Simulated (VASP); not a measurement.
Rb, 1 atom in the cell. Symmetry: Im-3m, No. 229, cubic system. The conventional cell has a = 5.735 Å, b = 5.735 Å, c = 5.735 Å, α = 90.00°, β = 90.00°, γ = 90.00°. 

| Property | Result |
| --- | --- |
| Program | VASP 6.6.1 |
| Task | single point |
| Functional | r2SCAN |
| Potentials or basis | VASP PAW PBE potentials, release 64 (Rb_sv) |
| Cutoff | 520 eV |
| k mesh | 8 × 8 × 8 |
| Occupations | fermi-dirac, width 0.1 eV |
| Spin | no spin polarisation |
| Dipole correction | no |
| Further INCAR settings | ALGO = Normal; EDIFF = 1e-07; NBANDS = 10 |

Potentials or basis: VASP PAW PBE potentials, release 64 (Rb_sv).

The run is started by

```sh
$ cat potpaw_PBE.64/Rb_sv/POTCAR > POTCAR
$ cp INCAR.step1 INCAR
$ mpirun -np 1 vasp_std > vasp.out
$ cp INCAR.step2 INCAR
$ mpirun -np 1 vasp_std > vasp.out
```

Hardware: 1 thread of Intel Xeon 8259CL (shared host).

**Question.** Estimate the wall time of this run.

**Answer.** It took 4.1 min on 1 thread of Intel Xeon 8259CL, on a shared host, peak memory 0.25 GiB. Counts: k points 29.
